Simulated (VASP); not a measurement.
Set up this calculation in VASP 6.6.1, as the native input.

```yaml
Task: single point
Functional: PBE
Potentials_or_basis: VASP PAW PBE potentials, release 64 (Nb_sv, Te, Mo_sv)
Cutoff: 520 eV
k_mesh: 6 × 6 × 1
Occupations: gaussian, width 0.1 eV
Spin: no spin polarisation
Dipole_correction: no
Further_INCAR_settings: ALGO = Normal; EDIFF = 1e-06; NBANDS = 48
```

The structure of NbTe6Mo2 lies in POSCAR:

```
NbTe6Mo2
1.0
    3.5749578303     -0.0000000028      0.0000000000
   -1.7874789128      3.0960042999      0.0000000000
    0.0000000000      0.0000000000     22.6476843535
Nb Te Mo
1 6 2
Direct
    0.0000000000      0.0000000000      0.0000000000
    0.6666666667      0.3333333333      0.2513573242
    0.6666666667      0.3333333333      0.5871930424
    0.6666666667      0.3333333333      0.9164207297
    0.3333333333      0.6666666667      0.0835792703
    0.3333333333      0.6666666667      0.4128069576
    0.3333333333      0.6666666667      0.7486426758
    0.0000000000      0.0000000000      0.3321450662
    0.0000000000      0.0000000000      0.6678549338
```

These files were run (other wordings do the same):

INCAR

```
SYSTEM = NbTe6Mo2
PREC = Accurate
ENCUT = 520
EDIFF = 1E-6
ISMEAR = 0
SIGMA = 0.1
LREAL = .False.
LASPH = .True.
NELM = 100
ALGO = Normal
ISIF = 2
LWAVE = .False.
LCHARG = .False.
GGA = PE
NBANDS = 48
```

KPOINTS

```
regular mesh
0
Gamma
  6 6 1
  0 0 0
```

Potentials or basis: VASP PAW PBE potentials, release 64 (Nb_sv, Te, Mo_sv).

Command:

```console
$ cat potpaw_PBE.64/Nb_sv/POTCAR potpaw_PBE.64/Te/POTCAR potpaw_PBE.64/Mo_sv/POTCAR > POTCAR
$ mpirun -np 1 vasp_std > vasp.out
```

Results of the run:

```json
{
  "Pressure": "0.0 GPa",
  "Largest force": "0.042 eV/Å",
  "Band gap on the k mesh": "zero (an odd number of electrons rules out a gap without spin polarisation)"
}
```

Caveat: spin-orbit coupling is left out, which moves the levels of the heavy elements; this functional lacks dispersion, which binds layers or chains, so the pressure and a relaxed spacing across them are unreliable.

Run time: 110 s on 1 thread of Intel(R) Xeon(R) 6975P-C (Granite Rapids) (shared host), peak memory 0.38 GiB.
